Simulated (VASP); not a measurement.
## Os: single point with RPBE+D4

Crystal: Os.

```
Os
1.0
     2.78772    0.00000    0.00000
    -1.39386    2.41424    0.00000
     0.00000    0.00000    4.40442
Os
2
Direct
  0.66667 0.33333 0.75000
  0.33333 0.66667 0.25000
```

```
Program                : VASP 6.6.1
Task                   : single point
Functional             : RPBE
Dispersion             : D4
Potentials or basis    : VASP PAW PBE potentials, release 64 (Os)
Cutoff                 : 520 eV
k mesh                 : 11 × 11 × 6
Occupations            : fermi-dirac, width 0.05 eV
Spin                   : no spin polarisation
Dipole correction      : no
Further INCAR settings : ALGO = Normal; EDIFF = 1e-06; NBANDS = 15
```

| Item | Value |
| --- | --- |
| Pressure | -22.5 GPa |
| Band gap on the k mesh | zero (bands 8 and 9 overlap by 3.54 eV) |
| Dispersion energy per atom | -1.173 eV |

Stress tensor (GPa, compression positive):
```
-22.11   0.00   0.00
  0.00 -22.11   0.00
  0.00   0.00 -23.27
```

Levels at points of the mesh, in eV from the Fermi level:
| k point | band 4 | band 5 | band 6 | band 7 | band 8 | band 9 | band 10 | band 11 | band 12 | band 13 |
| --- | --- | --- | --- | --- | --- | --- | --- | --- | --- | --- |
| (0.00, 0.00, 0.00) | -2.75 | -2.52 | -1.98 | -1.98 | -1.40 | -1.40 | 0.07 | 1.58 | 1.58 | 8.46 |
| (0.00, 0.00, 0.50) | -3.26 | -2.93 | -2.93 | -2.93 | -2.93 | 0.84 | 0.84 | 0.84 | 0.84 | 13.73 |

It took 67 s on 1 thread of AMD EPYC 7R13, on a shared host, peak memory 0.14 GiB.

Caveat: the cell stands under tension; the dispersion term is far too large for a dense solid, which distorts pressure and volume; the PAW data sets were made with another functional, which shifts forces and pressure a little; spin-orbit coupling is left out, which moves the levels of the heavy elements.
